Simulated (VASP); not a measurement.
Here is a VASP 6.6.1 calculation.

File INCAR:

```
SYSTEM = Tl
PREC = Accurate
ENCUT = 520
EDIFF = 1E-6
ISMEAR = -1
SIGMA = 0.08
LREAL = .FALSE.
LASPH = .TRUE.
NELM = 60
ALGO = Normal
ISIF = 2
LWAVE = .FALSE.
LCHARG = .FALSE.
GGA = PS
NBANDS = 26
```

Contents of KPOINTS:

```
Automatic mesh
0
G
  8 8 11
  0 0 0
```

POSCAR

```
Tl
1.0
    4.6881301893      0.0000000000      0.0000000000
   -2.3440650947      4.0600398402      0.0000000000
    0.0000000000      0.0000000000      2.7849569259
Tl
3
Direct
    0.0000000000      0.0000000000      0.0000000000
    0.3333333333      0.6666666667      0.5000000000
    0.6666666667      0.3333333333      0.5000000000
```

Potentials or basis: VASP PAW PBE potentials, release 64 (Tl_d).

Launch:

```bash
$ cat potpaw_PBE.64/Tl_d/POTCAR > POTCAR
$ mpirun -np 1 vasp_std > vasp.out
```

Task: Predict the pressure.

Result: 67.0 GPa.

Task: Predict the band gap on the k mesh.

Result: Zero (an odd number of electrons rules out a gap without spin polarisation).

Caveat: the cell stands under pressure; the PAW data sets were made with another functional, which shifts forces and pressure a little; spin-orbit coupling is left out, which moves the levels of the heavy elements.
